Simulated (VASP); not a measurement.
# MgCd3O4 (Cmmm) in VASP: further runs

Runs on MgCd3O4. Level: PBE. Tasks: single point, relaxation of cell and atoms.

Everything below comes from runs of VASP 6.6.1. Logs are shortened: lines on timing, memory, paths and dates and some standing lists are left out, and cuts for length are marked.

### 1 The cell of the first run

Symmetry: Cmmm, No. 65, orthorhombic system. The conventional cell has a = 6.601 Å, b = 9.330 Å, c = 3.289 Å, α = 90.00°, β = 90.00°, γ = 90.00°. Mg (site symmetry mmm) has 6 O at 2.20 to 2.25 Å within 2.9 Å. Cd (site symmetry mmm) has 6 O at 2.42 to 2.46 Å and 10 Cd at 3.29 to 3.30 Å and 2 Mg at 3.30 Å within 3.4 Å. Within 3.1 Å of Cd (site symmetry 2/m) lie 6 O at 2.33 to 2.34 Å. O (site symmetry m2m) has 1 Mg at 2.20 Å and 5 Cd at 2.33 to 2.46 Å within 2.9 Å. O (site symmetry 2mm) has 2 Mg at 2.25 Å and 4 Cd at 2.34 to 2.42 Å and 7 O at 3.06 to 3.29 Å within 3.3 Å.

### 2 Single point, PBE

Input file INCAR:

```
  PREC = Accurate
  ENCUT = 520
  EDIFF = 1E-6
  ISMEAR = 0
  SIGMA = 0.1
  LREAL = F
  LASPH = T
  NELM = 100
  ALGO = Normal
  ISIF = 2
  LWAVE = F
  LCHARG = F
  GGA = PE
  NBANDS = 41
```

Input file KPOINTS:

```
Automatic mesh
0
Gamma
  4 4 6
```

Input file POSCAR:

```
MgCd3O4
1.0
    3.3002919690     -4.6650034257      0.0000000000
    3.3002919690      4.6650034257      0.0000000000
    0.0000000000      0.0000000000      3.2887369584
Mg Cd O
1 3 4
Direct
    0.5000000000      0.5000000000      0.0000000000
    0.0000000000      0.0000000000      0.0000000000
    0.0000000000      0.5000000000      0.5000000000
    0.5000000000      0.0000000000      0.5000000000
    0.7360306231      0.2639693769      0.0000000000
    0.7315892556      0.7315892556      0.5000000000
    0.2684107444      0.2684107444      0.5000000000
    0.2639693769      0.7360306231      0.0000000000
```

Potentials or basis: VASP PAW PBE potentials, release 64 (Mg, Cd, O).

Command:

```bash
$ cat potpaw_PBE.64/Mg/POTCAR potpaw_PBE.64/Cd/POTCAR potpaw_PBE.64/O/POTCAR > POTCAR
$ mpirun -np 1 vasp_std > vasp.out
```

OUTCAR:

```text
PREC = Accurate
   ENCUT = 520
   EDIFF = 1E-6
   ISMEAR = 0
   LREAL = F
   LASPH = T
   NELM = 100
   ISIF = 2
   GGA = PE

 ion  position               nearest neighbor table
   1  0.500  0.500  0.000-   5 2.20   8 2.20   7 2.25   6 2.25   6 2.25   7 2.25   3 3.30   4 3.30
                             3 3.30   4 3.30   4 3.30   4 3.30   3 3.30   3 3.30   2 3.30   2 3.30
   2  0.000  0.000  0.000-   6 2.42   7 2.42   6 2.42   7 2.42   5 2.46   8 2.46   3 3.30   4 3.30
                             3 3.30   4 3.30   3 3.30   3 3.30   4 3.30   4 3.30   1 3.30   1 3.30
   3  0.000  0.500  0.500-   5 2.33   8 2.33   5 2.33   8 2.33   7 2.34   6 2.34   1 3.30   2 3.30
                             1 3.30   2 3.30   2 3.30   2 3.30   1 3.30   1 3.30   4 3.30   4 3.30
   4  0.500  0.000  0.500-   5 2.33   8 2.33   5 2.33   8 2.33   7 2.34   6 2.34   1 3.30   2 3.30
                             1 3.30   2 3.30   1 3.30   1 3.30   2 3.30   2 3.30   3 3.30   3 3.30
   5  0.736  0.264  0.000-   1 2.20   3 2.33   4 2.33   3 2.33   4 2.33   2 2.46
   6  0.732  0.732  0.500-   1 2.25   1 2.25   4 2.34   3 2.34   2 2.42   2 2.42
   7  0.268  0.268  0.500-   1 2.25   1 2.25   4 2.34   3 2.34   2 2.42   2 2.42
   8  0.264  0.736  0.000-   1 2.20   3 2.33   4 2.33   3 2.33   4 2.33   2 2.46

  LATTYP: Found a base centered orthorhombic cell.
 ALAT       =     6.6005839380
 B/A-ratio  =     1.4135123406
 C/A-ratio  =     0.4982493957

  Lattice vectors:

 A1 = (   3.3002919690,  -4.6650034257,   0.0000000000)
 A2 = (   3.3002919690,   4.6650034257,   0.0000000000)
 A3 = (   0.0000000000,   0.0000000000,   3.2887369584)

Analysis of symmetry for initial positions (statically):
=====================================================================
 Subroutine PRICEL returns:
 Original cell was already a primitive cell.

 Routine SETGRP: Setting up the symmetry group for a
 base centered orthorhombic supercell.

 Subroutine GETGRP returns: Found  8 space group operations
 (whereof  8 operations were pure point group operations)
 out of a pool of  8 trial point group operations.

The static configuration has the point symmetry D_2h.

Analysis of symmetry for dynamics (positions and initial velocities):
=====================================================================
 Subroutine PRICEL returns:
 Original cell was already a primitive cell.

 Routine SETGRP: Setting up the symmetry group for a
 base centered orthorhombic supercell.

 Subroutine GETGRP returns: Found  8 space group operations
 (whereof  8 operations were pure point group operations)
 out of a pool of  8 trial point group operations.

The dynamic configuration has the point symmetry D_2h.

 Subroutine INISYM returns: Found  8 space group operations
 (whereof  8 operations are pure point group operations),
 and found     1 'primitive' translations

----------------------------------------------------------------------------------------

                                     Primitive cell

  volume of cell :     101.2660

  direct lattice vectors                    reciprocal lattice vectors
     3.300291969 -4.665003426  0.000000000     0.151501747 -0.107181057  0.000000000
     3.300291969  4.665003426  0.000000000     0.151501747  0.107181057  0.000000000
     0.000000000  0.000000000  3.288736958     0.000000000  0.000000000  0.304068101

  length of vectors
     5.714383960  5.714383960  3.288736958     0.185581676  0.185581676  0.304068101

  position of ions in fractional coordinates (direct lattice)
     0.500000000  0.500000000  0.000000000
     0.000000000  0.000000000  0.000000000
     0.000000000  0.500000000  0.500000000
     0.500000000  0.000000000  0.500000000
     0.736030623  0.263969377  0.000000000
     0.731589256  0.731589256  0.500000000
     0.268410744  0.268410744  0.500000000
     0.263969377  0.736030623  0.000000000

  ion indices of the primitive-cell ions
   primitive index   ion index
                 1           1
                 2           2
                 3           3
                 4           4
                 5           5
                 6           6
                 7           7
                 8           8

----------------------------------------------------------------------------------------

 KPOINTS: Automatic mesh

Automatic generation of k-mesh.
 Grid dimensions read from file:
 generate k-points for:    4    4    6

 Generating k-lattice:

  Cartesian coordinates                     Fractional coordinates (reciprocal lattice)
     0.037875437 -0.026795264  0.000000000     0.250000000  0.000000000  0.000000000
     0.037875437  0.026795264  0.000000000     0.000000000  0.250000000  0.000000000
     0.000000000  0.000000000  0.050678017     0.000000000  0.000000000  0.166666667

  Length of vectors
     0.046395419  0.046395419  0.050678017

  Shift w.r.t. Gamma in fractional coordinates (k-lattice)
     0.000000000  0.000000000  0.000000000

 Subroutine IBZKPT returns following result:
 ===========================================

 Found     28 irreducible k-points:

 Following reciprocal coordinates:
            Coordinates               Weight
  0.000000  0.000000  0.000000      1.000000
  0.250000  0.000000  0.000000      4.000000
  0.500000  0.000000  0.000000      2.000000
  0.250000  0.250000  0.000000      2.000000
  0.500000  0.250000  0.000000      4.000000
 -0.250000  0.250000  0.000000      2.000000
[... 16 lines left out ...]
  0.250000  0.000000  0.500000      4.000000
  0.500000  0.000000  0.500000      2.000000
 [... further k-points ...]
   k-points           NKPTS =     28   k-points in BZ     NKDIM =     28   number of bands    NBANDS=     41
   number of dos      NEDOS =    301   number of ions     NIONS =      8
   total plane-waves  NPLWV =  42336
   dimension x,y,z NGX =    42 NGY =   42 NGZ =   24
   dimension x,y,z NGXF=    84 NGYF=   84 NGZF=   48
   ions per type =               1   3   4
   NGX,Y,Z   is equivalent  to a cutoff of  12.22, 12.22, 12.13 a.u.
   NGXF,Y,Z  is equivalent  to a cutoff of  24.44, 24.44, 24.26 a.u.
 SYSTEM =  unknown system
   PREC   = accura    normal or accurate (medium, high low for compatibility)
   ISTART =      0    job   : 0-new  1-cont  2-samecut
   ICHARG =      2    charge: 1-file 2-atom 10-const
   ISPIN  =      1    spin polarized calculation?
   LNONCOLLINEAR =      F non collinear calculations
   LSORBIT =      F    spin-orbit coupling
   LASPH  =      T    aspherical Exc in radial PAW
   ENCUT  =  520.0 eV  38.22 Ry    6.18 a.u.  10.62 10.62  6.11*2*pi/ulx,y,z
   NELM   =    100;   NELMIN=  2; NELMDL= -5     # of ELM steps
   EDIFF  = 0.1E-05   stopping-criterion for ELM
   LREAL  =      F    real-space projection
   EDIFFG = 0.1E-04   stopping-criterion for IOM
   NSW    =      0    number of steps for IOM
   IBRION =     -1    ionic relax: 0-MD 1-quasi-New 2-CG
   NFREE  =      0    steps in history (QN), initial steepest desc. (CG)
   ISIF   =      2    stress and relaxation
   ISYM   =      2    0-nonsym 1-usesym 2-fastsym
   POTIM  = 0.5000    time-step for ionic-motion
   TEBEG  =    0.0;   TEEND  =   0.0 temperature during run
   PSTRESS=    0.0 pullay stress
   NELECT =      62.0000    total number of electrons
   NUPDOWN=      -1.0000    fix difference up-down
   EMIN   =  10.00;   EMAX   =-10.00  energy-range for DOS
   EFERMI =   0.00;   METHOD = LEGACY
   ISMEAR =     0;   SIGMA  =   0.10  broadening in eV -4-tet -1-fermi 0-gaus
   EFERMI_NEDOS =   21; number of points for ismear=-14 and -15
   IALGO  =     38    algorithm
   IMIX   =      4    mixing-type and parameters
     AMIX     =   0.40;   BMIX     =  1.00
     AMIX_MAG =   1.60;   BMIX_MAG =  1.00
  volume/ion in A,a.u.               =      12.66        85.42
  Fermi-wavevector in a.u.,A,eV,Ry     =   1.390116  2.626938 26.292188  1.932421
  Thomas-Fermi vector in A             =   2.514081
   LORBIT       =      0    0 simple, 1 ext, 2 COOP (PROOUT), +10 PAW based schemes
   GGA     = PE    functional components
   LHFCALC =     F    Hartree Fock is set to
   AEXX    =    0.0000 exact exchange contribution
   IVDW    =     0    specifies the selected vdW correction
   LEPSILON=     F    determine dielectric tensor
   LRPA    =     F    only Hartree local field effects (RPA)
 non-spin polarized calculation
 Gauss-broadening in eV      SIGMA  =   0.10
  energy-cutoff  :      520.00
  volume of cell :      101.27
 maximum number of plane-waves:      2784
   NGX = 21   NGY = 21   NGZ = 13

 number of electron      61.9999958 magnetization

 Free energy of the ion-electron system (eV)
  ---------------------------------------------------
  ext. energy  EPLUGINS =         0.00000000
  ---------------------------------------------------
  free energy    TOTEN  =       -34.62775602 eV

  energy without entropy =      -34.62544924  energy(sigma->0) =      -34.62660263

 E-fermi :   2.3370     XC(G=0): -11.3207

 val. band max:        2.3041632480   @ k =   0.0000   0.0000   0.0000
 cond. band min:       3.4166279863   @ k =   0.2500   0.0000   0.0000
 fundamental gap:      1.1124647383
 Fermi energy:         2.3369782004

 k-point     1 :       0.0000    0.0000    0.0000
  band No.  band energies     occupation
      1     -15.1470      2.00000
      2     -14.3871      2.00000
      3     -14.3573      2.00000
      4     -14.3051      2.00000
      5      -5.4466      2.00000
      6      -5.3678      2.00000
[... 33 lines left out ...]
     40      14.0124      0.00000
     41      14.4685      0.00000

 k-point     2 :       0.2500    0.0000    0.0000
  band No.  band energies     occupation
      1     -15.0427      2.00000
      2     -14.4711      2.00000
      3     -14.3940      2.00000
      4     -14.3124      2.00000
      5      -5.3399      2.00000
      6      -5.2353      2.00000
[... 957 lines left out ...]
     40      11.6983      0.00000
     41      11.7481      0.00000

 k-point    24 :       0.5000    0.0000    0.5000
  band No.  band energies     occupation
      1     -14.4146      2.00000
      2     -14.4141      2.00000
      3     -14.3994      2.00000
      4     -14.2460      2.00000
      5      -5.2616      2.00000
      6      -5.1200      2.00000
[... 33 lines left out ...]
     40      11.5827      0.00000
     41      12.2196      0.00000

 [... further k-points ...]
[... 5 lines left out ...]
  --------------------------------------------------------------------------------------
  -------------------------------------------------------------------------------------
  Total        0.6375886      0.6060193      0.5625788      0.0000000      0.0000000      0.0000000
  in kB       10.0875953      9.5881229      8.9008297      0.0000000      0.0000000      0.0000000
  external PRESSURE =       9.5255160 kB  Pullay stress =       0.0000000 kB

 VOLUME and BASIS-vectors are now :
 -----------------------------------------------------------------------------
  energy-cutoff  :      520.00
  volume of cell :      101.27
      direct lattice vectors                 reciprocal lattice vectors
     3.300291969 -4.665003426  0.000000000     0.151501747 -0.107181057  0.000000000
     3.300291969  4.665003426  0.000000000     0.151501747  0.107181057  0.000000000
     0.000000000  0.000000000  3.288736958     0.000000000  0.000000000  0.304068101

 POSITION                                       TOTAL-FORCE (eV/Angst)
 -----------------------------------------------------------------------------------
      3.30029      0.00000      0.00000        -0.000000     -0.000000     -0.000000
      0.00000      0.00000      0.00000        -0.000000      0.000000     -0.000000
      1.65015      2.33250      1.64437        -0.000000      0.000000     -0.000000
      1.65015     -2.33250      1.64437        -0.000000     -0.000000     -0.000000
      3.30029     -2.20217      0.00000        -0.000000      0.059188      0.000000
      4.82892      0.00000      1.64437        -0.079625      0.000000     -0.000000
      1.77167      0.00000      1.64437         0.079625      0.000000     -0.000000
      3.30029      2.20217      0.00000        -0.000000     -0.059188     -0.000000
 -----------------------------------------------------------------------------------
    total drift:                                0.000000     -0.000000     -0.000000

  FREE ENERGIE OF THE ION-ELECTRON SYSTEM (eV)
  ---------------------------------------------------
  free  energy   TOTEN  =       -34.6277560240 eV

  energy  without entropy=      -34.6254492373  energy(sigma->0) =      -34.62660263
```

It took 57 s on 1 thread of AMD EPYC 9R45 (Zen 5), shared host; peak memory 0.22 GiB.

What came out:

```yaml
Free_energy: -34.6278 eV
Pressure: 1.0 GPa
Largest_force: 0.080 eV/Å
Band_gap_on_the_k_mesh: 0.01 eV (least direct gap 0.08 eV)
```

Forces in eV/Å, atoms in the order of the input:
```
Mg   0.000  0.000  0.000
Cd   0.000  0.000  0.000
Cd   0.000  0.000  0.000
Cd   0.000  0.000  0.000
O    0.000  0.059  0.000
O   -0.080  0.000  0.000
O    0.080  0.000  0.000
O    0.000 -0.059  0.000
```

Levels at points of the mesh, in eV from the valence-band top:
| k point | band 27 | band 28 | band 29 | band 30 | band 31 | band 32 | band 33 | band 34 | band 35 | band 36 |
| --- | --- | --- | --- | --- | --- | --- | --- | --- | --- | --- |
| (0.00, 0.00, 0.00) | -1.31 | -1.00 | -0.95 | -0.10 | -0.07 | 0.01 | 4.03 | 4.36 | 4.63 | 7.35 |
| (0.50, 0.00, 0.00) | -1.31 | -0.90 | -0.81 | -0.81 | -0.71 | 2.48 | 2.87 | 5.20 | 5.89 | 7.99 |
| (0.50, 0.50, 0.00) | -1.70 | -1.59 | -1.56 | -1.11 | -0.09 | 2.98 | 3.62 | 5.33 | 6.07 | 8.74 |
| (0.00, 0.00, 0.50) | -2.31 | -2.06 | -1.87 | -0.91 | -0.10 | 4.44 | 5.05 | 6.12 | 7.14 | 8.17 |
| (0.50, 0.00, 0.50) | -1.70 | -1.48 | -1.37 | -1.27 | -1.10 | 4.49 | 4.86 | 5.81 | 6.48 | 7.22 |
| (0.50, 0.50, 0.50) | -2.30 | -0.96 | -0.75 | -0.09 | 0.00 | 3.98 | 4.05 | 4.25 | 4.48 | 7.28 |

Caveat: semilocal functionals underestimate gaps, and a narrow one can read as zero.

### 3 Single point, PBE

This run uses another cell than the first one, of 15.66 Å³/atom.

Input file INCAR:

```
SYSTEM = MgCd3O4
PREC = Accurate
ENCUT = 520
EDIFF = 1E-7
ISMEAR = 0
SIGMA = 0.1
LREAL = .FALSE.
LASPH = .TRUE.
NELM = 100
ALGO = Normal
ISIF = 2
LWAVE = .FALSE.
LCHARG = .FALSE.
GGA = PE
NBANDS = 41
```

Input file KPOINTS:

```
Automatic mesh
0
G
  4 4 6
  0 0 0
```

Input file POSCAR:

```
MgCd3O4
1.0
    3.5378538500     -5.0032808900      0.0000000000
    3.5378538500      5.0032808900      0.0000000000
    0.0000000000      0.0000000000      3.5378538500
Mg Cd O
1 3 4
Direct
    0.5000000000      0.5000000000      0.0000000000
    0.0000000000      0.0000000000      0.0000000000
    0.0000000000      0.5000000000      0.5000000000
    0.5000000000      0.0000000000      0.5000000000
    0.7500000000      0.2500000000      0.0000000000
    0.7500000000      0.7500000000      0.5000000000
    0.2500000000      0.2500000000      0.5000000000
    0.2500000000      0.7500000000      0.0000000000
```

Potentials or basis: VASP PAW PBE potentials, release 64 (Mg, Cd, O).

Command:

```bash
$ cat potpaw_PBE.64/Mg/POTCAR potpaw_PBE.64/Cd/POTCAR potpaw_PBE.64/O/POTCAR > POTCAR
$ mpirun -np 1 vasp_std > vasp.out
```

OUTCAR:

```text
SYSTEM = MgCd3O4
   PREC = Accurate
   ENCUT = 520
   EDIFF = 1E-7
   ISMEAR = 0
   LREAL = .FALSE.
   LASPH = .TRUE.
   NELM = 100
   ISIF = 2
   GGA = PE

 ion  position               nearest neighbor table
   1  0.500  0.500  0.000-   5 2.50   8 2.50   7 2.50   6 2.50   6 2.50   7 2.50   3 3.54   4 3.54
                             3 3.54   4 3.54   4 3.54   4 3.54   3 3.54   3 3.54   2 3.54   2 3.54
   2  0.000  0.000  0.000-   5 2.50   8 2.50   7 2.50   6 2.50   6 2.50   7 2.50   3 3.54   4 3.54
                             3 3.54   4 3.54   3 3.54   3 3.54   4 3.54   4 3.54   1 3.54   1 3.54
   3  0.000  0.500  0.500-   6 2.50   7 2.50   5 2.50   8 2.50   5 2.50   8 2.50   1 3.54   2 3.54
                             1 3.54   2 3.54   2 3.54   2 3.54   1 3.54   1 3.54   4 3.54   4 3.54
[... 1278 lines left out ...]
  external PRESSURE =    -159.7214818 kB  Pullay stress =       0.0000000 kB

 VOLUME and BASIS-vectors are now :
 -----------------------------------------------------------------------------
  energy-cutoff  :      520.00
  volume of cell :      125.25
      direct lattice vectors                 reciprocal lattice vectors
     3.537853850 -5.003280890  0.000000000     0.141328619 -0.099934425  0.000000000
     3.537853850  5.003280890  0.000000000     0.141328619  0.099934425  0.000000000
     0.000000000  0.000000000  3.537853850     0.000000000  0.000000000  0.282657239

 POSITION                                       TOTAL-FORCE (eV/Angst)
 -----------------------------------------------------------------------------------
      3.53785      0.00000      0.00000        -0.000000      0.000000     -0.000000
      0.00000      0.00000      0.00000        -0.000000      0.000000     -0.000000
      1.76893      2.50164      1.76893        -0.000000     -0.000000     -0.000000
      1.76893     -2.50164      1.76893        -0.000000     -0.000000     -0.000000
      3.53785     -2.50164      0.00000        -0.000000      0.521693      0.000000
      5.30678      0.00000      1.76893        -0.755636      0.000000     -0.000000
      1.76893      0.00000      1.76893         0.755636      0.000000      0.000000
      3.53785      2.50164      0.00000        -0.000000     -0.521693     -0.000000
 -----------------------------------------------------------------------------------
    total drift:                               -0.000000     -0.000000     -0.000000

  FREE ENERGIE OF THE ION-ELECTRON SYSTEM (eV)
  ---------------------------------------------------
  free  energy   TOTEN  =       -33.0280903408 eV

  energy  without entropy=      -33.0254552619  energy(sigma->0) =      -33.02677280
```

Run time: 84 s. Hardware: 1 thread of AMD EPYC 9R45 (Zen 5), shared host; peak memory 0.27 GiB.

Results:

```
Free energy            : -33.0281 eV
Pressure               : -16.0 GPa
Largest force          : 0.756 eV/Å
Band gap on the k mesh : zero (filled and empty bands touch)
```

Forces on the atoms (eV/Å):
```
Mg   0.000  0.000  0.000
Cd   0.000  0.000  0.000
Cd   0.000  0.000  0.000
Cd   0.000  0.000  0.000
O    0.000  0.522  0.000
O   -0.756  0.000  0.000
O    0.756  0.000  0.000
O    0.000 -0.522  0.000
```

Levels at points of the mesh, in eV from the Fermi level:
| k point | band 29 | band 30 | band 31 | band 32 | band 33 | band 34 |
| --- | --- | --- | --- | --- | --- | --- |
| (0.00, 0.00, 0.00) | -0.48 | -0.43 | -0.10 | -0.06 | 3.43 | 4.26 |
| (0.50, 0.00, 0.00) | -0.58 | -0.39 | -0.39 | 2.15 | 2.32 | 4.44 |
| (0.50, 0.50, 0.00) | -1.02 | -0.52 | -0.14 | 2.83 | 2.92 | 4.38 |
| (0.00, 0.00, 0.50) | -1.52 | -0.51 | -0.14 | 4.36 | 4.38 | 4.80 |
| (0.50, 0.00, 0.50) | -0.88 | -0.78 | -0.76 | 4.36 | 4.42 | 4.46 |
| (0.50, 0.50, 0.50) | -0.42 | -0.10 | -0.06 | 2.98 | 3.79 | 4.27 |

Caveat: the cell stands under tension; semilocal functionals underestimate gaps, and a narrow one can read as zero.

[end of part 1 of 2]

The gap in the log of VASP goes by the Fermi energy; the results here count the filled bands.